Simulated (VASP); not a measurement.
# PtC (rocksalt type) (Fm-3m) in VASP: further runs

The runs below take PtC (rocksalt type) through single point, with PBE.

Program: VASP 6.6.1. These are calculated values, not measurements. Logs are shortened: lines on timing, memory, paths and dates and some standing lists are left out, and cuts for length are marked.

## Step 1: The cell of the first run

The structure is cubic, space group Fm-3m (No. 225). The conventional cell has a = 4.375 Å, b = 4.375 Å, c = 4.375 Å, α = 90.00°, β = 90.00°, γ = 90.00°. Within 2.9 Å of Pt (site symmetry m-3m) lie 6 C at 2.19 Å. C (site symmetry m-3m) has 6 Pt at 2.19 Å within 2.9 Å.

## Step 2: Single point, PBE (volume scaled by 0.9405)

INCAR

```
PREC     = Accurate       # precision mode
ENCUT    = 520            # plane-wave cutoff, eV
EDIFF    = 1E-7           # SCF threshold, eV
ISMEAR   = -1             # smearing method
SIGMA    = 0.03           # smearing width, eV
LREAL    = False          # projectors in reciprocal space
LASPH    = True           # aspherical terms in the spheres
NELM     = 60             # most SCF steps
ALGO     = Normal         # electronic algorithm
ISIF     = 2              # what is computed and relaxed
LWAVE    = False          # write WAVECAR
LCHARG   = False          # write CHGCAR
GGA      = PE             # functional
NBANDS   = 14             # bands
```

KPOINTS

```
Automatic mesh
0
Gamma
  13 13 13
```

POSCAR

```
PtC
1.0
    0.0000000000      2.1877036099      2.1877036099
    2.1877036099      0.0000000000      2.1877036099
    2.1877036099      2.1877036099      0.0000000000
Pt C
1 1
Direct
    0.0000000000      0.0000000000      0.0000000000
    0.5000000000      0.5000000000      0.5000000000
```

Potentials or basis: VASP PAW PBE potentials, release 64 (Pt, C).

Launch:

```bash
$ cat potpaw_PBE.64/Pt/POTCAR potpaw_PBE.64/C/POTCAR > POTCAR
$ mpirun -np 1 vasp_std > vasp.out
```

OUTCAR:

```text
PREC = Accurate
   ENCUT = 520
   EDIFF = 1E-7
   ISMEAR = -1
   LREAL = False
   LASPH = True
   NELM = 60
   ISIF = 2
   GGA = PE

 ion  position               nearest neighbor table
   1  0.000  0.000  0.000-   2 2.19   2 2.19   2 2.19   2 2.19   2 2.19   2 2.19
   2  0.500  0.500  0.500-   1 2.19   1 2.19   1 2.19   1 2.19   1 2.19   1 2.19

  LATTYP: Found a face centered cubic cell.
 ALAT       =     4.3754072198

  Lattice vectors:

 A1 = (   0.0000000000,   2.1877036099,   2.1877036099)
 A2 = (   2.1877036099,   0.0000000000,   2.1877036099)
 A3 = (   2.1877036099,   2.1877036099,   0.0000000000)

Analysis of symmetry for initial positions (statically):
=====================================================================
 Subroutine PRICEL returns:
 Original cell was already a primitive cell.

 Routine SETGRP: Setting up the symmetry group for a
 face centered cubic supercell.

 Subroutine GETGRP returns: Found 48 space group operations
 (whereof 48 operations were pure point group operations)
 out of a pool of 48 trial point group operations.

The static configuration has the point symmetry O_h .

Analysis of symmetry for dynamics (positions and initial velocities):
=====================================================================
 Subroutine PRICEL returns:
 Original cell was already a primitive cell.

 Routine SETGRP: Setting up the symmetry group for a
 face centered cubic supercell.

 Subroutine GETGRP returns: Found 48 space group operations
 (whereof 48 operations were pure point group operations)
 out of a pool of 48 trial point group operations.

The dynamic configuration has the point symmetry O_h .

 Subroutine INISYM returns: Found 48 space group operations
 (whereof 48 operations are pure point group operations),
 and found     1 'primitive' translations

----------------------------------------------------------------------------------------

                                     Primitive cell

  volume of cell :      20.9409

  direct lattice vectors                    reciprocal lattice vectors
     0.000000000  2.187703610  2.187703610    -0.228550155  0.228550155  0.228550155
     2.187703610  0.000000000  2.187703610     0.228550155 -0.228550155  0.228550155
     2.187703610  2.187703610  0.000000000     0.228550155  0.228550155 -0.228550155

  length of vectors
     3.093880116  3.093880116  3.093880116     0.395860481  0.395860481  0.395860481

  position of ions in fractional coordinates (direct lattice)
     0.000000000  0.000000000  0.000000000
     0.500000000  0.500000000  0.500000000

  ion indices of the primitive-cell ions
   primitive index   ion index
                 1           1
                 2           2
[... 79 lines left out ...]
   ISYM   =      2    0-nonsym 1-usesym 2-fastsym
   POTIM  = 0.5000    time-step for ionic-motion
   TEBEG  =    0.0;   TEEND  =   0.0 temperature during run
   PSTRESS=    0.0 pullay stress
   NELECT =      14.0000    total number of electrons
   NUPDOWN=      -1.0000    fix difference up-down
   EMIN   =  10.00;   EMAX   =-10.00  energy-range for DOS
   EFERMI =   0.00;   METHOD = LEGACY
   ISMEAR =    -1;   SIGMA  =   0.03  broadening in eV -4-tet -1-fermi 0-gaus
   EFERMI_NEDOS =   21; number of points for ismear=-14 and -15
   IALGO  =     38    algorithm
   IMIX   =      4    mixing-type and parameters
     AMIX     =   0.40;   BMIX     =  1.00
     AMIX_MAG =   1.60;   BMIX_MAG =  1.00
  volume/ion in A,a.u.               =      10.47        70.66
  Fermi-wavevector in a.u.,A,eV,Ry     =   1.431481  2.705108 27.880227  2.049139
  Thomas-Fermi vector in A             =   2.551213
   LORBIT       =      0    0 simple, 1 ext, 2 COOP (PROOUT), +10 PAW based schemes
   GGA     = PE    functional components
   LHFCALC =     F    Hartree Fock is set to
   AEXX    =    0.0000 exact exchange contribution
   IVDW    =     0    specifies the selected vdW correction
   LEPSILON=     F    determine dielectric tensor
   LRPA    =     F    only Hartree local field effects (RPA)
 non-spin polarized calculation
  energy-cutoff  :      520.00
  volume of cell :       20.94
 maximum number of plane-waves:       572
   NGX = 11   NGY = 11   NGZ = 11

 number of electron      14.0000000 magnetization

 Free energy of the ion-electron system (eV)
  ---------------------------------------------------
  ext. energy  EPLUGINS =         0.00000000
  ---------------------------------------------------
  free energy    TOTEN  =       -12.33496969 eV

  energy without entropy =      -12.33261666  energy(sigma->0) =      -12.33379318

 E-fermi :  11.4654     XC(G=0): -13.4587

 val. band max:       11.4425604111   @ k =  -0.4615   0.3846   0.1538
 cond. band min:      11.4955070920   @ k =  -0.3077   0.3077   0.0000
 fundamental gap:      0.0529466809
 Fermi energy:        11.4654363493

 k-point     1 :       0.0000    0.0000    0.0000
  band No.  band energies     occupation
      1      -3.9834      2.00000
      2       6.8286      2.00000
      3       6.8286      2.00000
      4       6.8286      2.00000
      5       7.6144      2.00000
      6       7.6144      2.00000
      7      11.0793      1.99999
      8      11.0793      1.99999
      9      11.0793      1.99999
     10      18.0530      0.00000
     11      23.5374      0.00000
     12      32.2443      0.00000
     13      32.2443      0.00000
     14      32.2443      0.00000
[... 377 lines left out ...]
      1      -0.6337      2.00000
      2       2.9252      2.00000
      3       4.7112      2.00000
      4       4.9831      2.00000
      5       8.4339      2.00000
      6       9.1161      2.00000
      7      10.5108      2.00000
      8      15.0504      0.00000
      9      15.9862      0.00000
     10      19.7718      0.00000
     11      21.6981      0.00000
     12      24.7499      0.00000
     13      25.1128      0.00000
     14      32.6767      0.00000

 [... further k-points ...]
[... 5 lines left out ...]
  --------------------------------------------------------------------------------------
  -------------------------------------------------------------------------------------
  Total        2.4278962      2.4278962      2.4278962      0.0000000     -0.0000000     -0.0000000
  in kB      185.7570236    185.7570236    185.7570236      0.0000000     -0.0000000     -0.0000000
  external PRESSURE =     185.7570236 kB  Pullay stress =       0.0000000 kB

 VOLUME and BASIS-vectors are now :
 -----------------------------------------------------------------------------
  energy-cutoff  :      520.00
  volume of cell :       20.94
      direct lattice vectors                 reciprocal lattice vectors
     0.000000000  2.187703610  2.187703610    -0.228550155  0.228550155  0.228550155
     2.187703610  0.000000000  2.187703610     0.228550155 -0.228550155  0.228550155
     2.187703610  2.187703610  0.000000000     0.228550155  0.228550155 -0.228550155

 POSITION                                       TOTAL-FORCE (eV/Angst)
 -----------------------------------------------------------------------------------
      0.00000      0.00000      0.00000         0.000000      0.000000      0.000000
      2.18770      2.18770      2.18770         0.000000      0.000000     -0.000000
 -----------------------------------------------------------------------------------
    total drift:                                0.000000     -0.000000     -0.000000

  FREE ENERGIE OF THE ION-ELECTRON SYSTEM (eV)
  ---------------------------------------------------
  free  energy   TOTEN  =       -12.3349696856 eV

  energy  without entropy=      -12.3326166650  energy(sigma->0) =      -12.33379318
```

It took 12 s on 1 thread of Intel Xeon Platinum 8488C (Sapphire Rapids), shared host; peak memory 0.15 GiB.

Results:

- Free energy: -12.3350 eV
- Pressure: 18.6 GPa
- Band gap on the k mesh: zero (band 7 reaches 11.77 eV, above the bottom of band 8 at 9.99 eV)

Levels at points of the mesh, in eV from the Fermi level:
```tsv
k point	band 5	band 6	band 7	band 8	band 9	band 10
(0.00, 0.00, 0.00)	-3.85	-3.85	-0.39	-0.39	-0.39	6.59
```

Caveat: spin-orbit coupling is left out, which moves the levels of the heavy elements.

## Step 3: Single point, PBE (volume scaled by 0.98)

INCAR

```
SYSTEM = PtC
PREC = Accurate ; ENCUT = 520
EDIFF = 1E-6 ; ISMEAR = -1
SIGMA = 0.03 ; LREAL = .FALSE.
LASPH = .TRUE. ; NELM = 80
ALGO = Normal ; ISIF = 2
LWAVE = .FALSE. ; LCHARG = .FALSE.
GGA = PE ; NBANDS = 14
```

KPOINTS

```
regular mesh
0
G
  13 13 13
  0 0 0
```

POSCAR

```
PtC
1.0
    0.0000000000      2.2179116495      2.2179116495
    2.2179116495      0.0000000000      2.2179116495
    2.2179116495      2.2179116495      0.0000000000
Pt C
1 1
Direct
    0.0000000000      0.0000000000      0.0000000000
    0.5000000000      0.5000000000      0.5000000000
```

Potentials or basis: VASP PAW PBE potentials, release 64 (Pt, C).

Launch:

```bash
$ cat potpaw_PBE.64/Pt/POTCAR potpaw_PBE.64/C/POTCAR > POTCAR
$ mpirun -np 1 vasp_std > vasp.out
```

OUTCAR:

```text
SYSTEM = PtC
   PREC = Accurate
   ENCUT = 520
   EDIFF = 1E-6
   ISMEAR = -1
   LREAL = .FALSE.
   LASPH = .TRUE.
   NELM = 80
   ISIF = 2
   GGA = PE

 ion  position               nearest neighbor table
   1  0.000  0.000  0.000-   2 2.22   2 2.22   2 2.22   2 2.22   2 2.22   2 2.22
   2  0.500  0.500  0.500-   1 2.22   1 2.22   1 2.22   1 2.22   1 2.22   1 2.22

  LATTYP: Found a face centered cubic cell.
 ALAT       =     4.4358232990

  Lattice vectors:

[... 584 lines left out ...]
      8      14.1726      0.00000
      9      15.0221      0.00000
     10      18.9131      0.00000
     11      20.6153      0.00000
     12      23.7212      0.00000
     13      24.1704      0.00000
     14      31.4700      0.00000

 [... further k-points ...]
[... 5 lines left out ...]
  --------------------------------------------------------------------------------------
  -------------------------------------------------------------------------------------
  Total        0.7410705      0.7410705      0.7410705     -0.0000000      0.0000000      0.0000000
  in kB       54.4135917     54.4135917     54.4135917     -0.0000000      0.0000000      0.0000000
  external PRESSURE =      54.4135917 kB  Pullay stress =       0.0000000 kB

 VOLUME and BASIS-vectors are now :
 -----------------------------------------------------------------------------
  energy-cutoff  :      520.00
  volume of cell :       21.82
      direct lattice vectors                 reciprocal lattice vectors
     0.000000000  2.217911649  2.217911649    -0.225437294  0.225437294  0.225437294
     2.217911649  0.000000000  2.217911649     0.225437294 -0.225437294  0.225437294
     2.217911649  2.217911649  0.000000000     0.225437294  0.225437294 -0.225437294

 POSITION                                       TOTAL-FORCE (eV/Angst)
 -----------------------------------------------------------------------------------
      0.00000      0.00000      0.00000        -0.000000      0.000000     -0.000000
      2.21791      2.21791      2.21791         0.000000     -0.000000      0.000000
 -----------------------------------------------------------------------------------
    total drift:                                0.000000     -0.000000     -0.000000

  FREE ENERGIE OF THE ION-ELECTRON SYSTEM (eV)
  ---------------------------------------------------
  free  energy   TOTEN  =       -12.4000489112 eV

  energy  without entropy=      -12.3974851928  energy(sigma->0) =      -12.39876705
```

OSZICAR:

```text
N       E                     dE             d eps       ncg     rms          rms(c)
DAV:   1     0.558140256051E+02    0.55814E+02   -0.69834E+03  2384   0.937E+02
DAV:   2    -0.125683959768E+02   -0.68382E+02   -0.63390E+02  2922   0.203E+02
DAV:   3    -0.141668714080E+02   -0.15985E+01   -0.15898E+01  2730   0.301E+01
DAV:   4    -0.141736433972E+02   -0.67720E-02   -0.67715E-02  2850   0.226E+00
DAV:   5    -0.141736981608E+02   -0.54764E-04   -0.54765E-04  2838   0.204E-01    0.214E+01
DAV:   6    -0.127139873637E+02    0.14597E+01   -0.11770E+01  2360   0.253E+01    0.115E+01
DAV:   7    -0.124126540365E+02    0.30133E+00   -0.13251E+00  2388   0.962E+00    0.694E+00
DAV:   8    -0.124016164562E+02    0.11038E-01   -0.45793E-02  2514   0.180E+00    0.984E-01
DAV:   9    -0.124001187950E+02    0.14977E-02   -0.35460E-03  2820   0.457E-01    0.193E-01
DAV:  10    -0.124000534852E+02    0.65310E-04   -0.10064E-03  2526   0.233E-01    0.362E-02
DAV:  11    -0.124000510601E+02    0.24252E-05   -0.20417E-05  2748   0.354E-02    0.214E-02
DAV:  12    -0.124000494821E+02    0.15780E-05   -0.29815E-06  2748   0.135E-02    0.874E-03
DAV:  13    -0.124000489112E+02    0.57088E-06   -0.43338E-07  1356   0.489E-03
   1 F= -.12400049E+02 E0= -.12398767E+02  d E =-.256372E-02
```

It took 12 s on 1 thread of Intel Xeon Platinum 8488C (Sapphire Rapids), shared host; peak memory 0.15 GiB.

Results:

- Free energy: -12.4000 eV
- Pressure: 5.4 GPa
- Band gap on the k mesh: zero (band 7 reaches 11.04 eV, above the bottom of band 8 at 9.32 eV)

Levels at points of the mesh, in eV from the Fermi level:
| k point | band 5 | band 6 | band 7 | band 8 | band 9 | band 10 |
| --- | --- | --- | --- | --- | --- | --- |
| (0.00, 0.00, 0.00) | -3.66 | -3.66 | -0.27 | -0.27 | -0.27 | 6.16 |

Caveat: spin-orbit coupling is left out, which moves the levels of the heavy elements.
